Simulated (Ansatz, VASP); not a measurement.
# Ag in VASP and in Ansatz

File INCAR:

```
  ALGO = Normal
  EDIFF = 1E-7
  ENCUT = 520
  GGA = PE
  ISIF = 2
  ISMEAR = 0
  LASPH = True
  LCHARG = True
  LELF = True
  LREAL = False
  LVHAR = True
  LWAVE = False
  NBANDS = 12
  NELM = 60
  PREC = Accurate
  SIGMA = 0.15
```

The input KPOINTS:

```
k-points
0
Gamma
  20 20 20
```

The input POSCAR:

```
Ag
1.0
    0.0000000000      2.1248240000      2.0431000000
    2.1248240000      0.0000000000      2.0431000000
    2.1248240000      2.1248240000      0.0000000000
Ag
1
Direct
    0.0000000000      0.0000000000      0.0000000000
```

Input for Ansatz:

```yaml
crystal:
  lattice:
    - [0.0, 2.124824, 2.0431]
    - [2.124824, 0.0, 2.0431]
    - [2.124824, 2.124824, 0.0]
  atoms:
    - { symbol: Ag, position: [0.0, 0.0, 0.0] }
basis:
  ecutwfc: 420
kpoints:
  mp_grid: { grid: [20, 20, 20] }
hamiltonian:
  xc: pbe
scf:
  occupations: { method: gaussian, width: 0.15 }
output:
  forces: true
  stress: true
  eigenvalues: true
```

Change from the starting cell: strain +0.040 along x and y, +0.000 along z, atoms carried along.

Alike in both runs: task single point; functional PBE; k mesh 20 × 20 × 20; occupations gaussian, width 0.15 eV; no spin polarisation.

```csv
,VASP,Ansatz
version,VASP 6.6.1,Ansatz 0.2.0
potentials or method,"VASP PAW PBE potentials, release 64 (Ag), cutoff 520 eV","scalar-relativistic, plane waves, PAW"
valence electrons in the cell,11,19
```

```tsv
	VASP	Ansatz	Ansatz less VASP
gap on the k mesh at the Fermi level (eV)	none	none	-
pressure (GPa)	-2.9	-2.8	+0.08
traceless stress, the component that is largest in VASP (GPa)	0.73	0.73	+0.003
```

A gap of «none» marks a metal or a gap that the smearing closes. VASP's potentials hold 11 valence electrons a cell and Ansatz's 19, so a difference there can come from the potentials and not from the codes.
